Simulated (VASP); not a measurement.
A run of VASP 6.6.1 is set up as follows.

The input INCAR:

```
SYSTEM = GaN
PREC = Accurate
ENCUT = 1330
EDIFF = 1E-6
ISMEAR = 0
SIGMA = 0.01
LREAL = .FALSE.
LASPH = .TRUE.
NELM = 120
ALGO = Normal
ISIF = 2
LWAVE = .FALSE.
LCHARG = .FALSE.
GGA = CA
NBANDS = 16
GGA_COMPAT = .FALSE.
```

The input KPOINTS:

```
Automatic mesh
0
G
  10 10 10
  0 0 0
```

The input POSCAR:

```
GaN
1.0
    2.2054274542      2.2054274542      0.0000000000
   -2.2054274542      2.2054274542      0.0000000000
    0.0000000000      2.2054274542      2.2517981924
Ga N
1 1
Direct
    0.0000000000      0.0000000000      0.0000000000
    0.2500000000      0.7500000000      0.5000000000
```

Potentials or basis: VASP PAW LDA potentials, release 64 (Ga_d, N_h).

Run with:

```console
$ cat potpaw_LDA.64/Ga_d/POTCAR potpaw_LDA.64/N_h/POTCAR > POTCAR
$ mpirun -np 1 vasp_std > vasp.out
```

**Question.** Predict the band gap on the k mesh.

**Answer.** 2.00 eV.

**Question.** Predict the pressure.

**Answer.** 2.9 GPa.

Stress tensor (GPa, compression positive):
```
3.85 0.00 0.00
0.00 3.85 0.00
0.00 0.00 1.10
```

Caveat: the cell differs from its parent crystal (in-plane strain -0.01, then relaxed in part).
